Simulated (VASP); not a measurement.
Here is a VASP 6.6.1 calculation.

Contents of POSCAR:

```
ZnCu2
1.0
    2.5838256049      0.0000000000      0.0000000000
   -1.2919128025      2.2376586128      0.0000000000
    0.0000000000      0.0000000000      6.2933738000
Zn Cu
1 2
Direct
    0.0000000000      0.0000000000      0.0000000000
    0.3333333300      0.6666666700      0.6621414900
    0.6666666700      0.3333333300      0.3378585100
```

The input INCAR.step1:

```
PREC = Accurate
ENCUT = 520
ISMEAR = 0
SIGMA = 0.1
LREAL = False
LASPH = True
NELM = 100
NBANDS = 24
GGA = PE
ALGO = Normal
EDIFF = 1E-4
LWAVE = True
LCHARG = False
```

The input INCAR.step2:

```
PREC = Accurate
ENCUT = 520
EDIFF = 1E-6
ISMEAR = 0
SIGMA = 0.1
LREAL = False
LASPH = True
NELM = 100
ALGO = Normal
ISIF = 2
LWAVE = False
LCHARG = True
METAGGA = R2SCAN
LMIXTAU = True
LELF = True
LVHAR = True
NBANDS = 24
ISTART = 1
```

Contents of KPOINTS:

```
regular mesh
0
Gamma
  18 18 8
```

Potentials or basis: VASP PAW PBE potentials, release 64 (Zn, Cu).

Run with:

```bash
$ cat potpaw_PBE.64/Zn/POTCAR potpaw_PBE.64/Cu/POTCAR > POTCAR
$ cp INCAR.step1 INCAR
$ mpirun -np 1 vasp_std > vasp.out
$ cp INCAR.step2 INCAR
$ mpirun -np 1 vasp_std > vasp.out
```

Q: Predict the pressure.

A: 0.7 GPa.

Q: Predict the band gap on the k mesh.

A: Zero (band 17 reaches 8.50 eV, above the bottom of band 18 at 4.11 eV).

Forces in eV/Å, atoms in the order of the input:
```
Zn   0.000  0.000  0.000
Cu   0.000  0.000 -0.010
Cu   0.000  0.000  0.010
```

Caveat: the PAW data sets were made with another functional, which shifts forces and pressure a little.
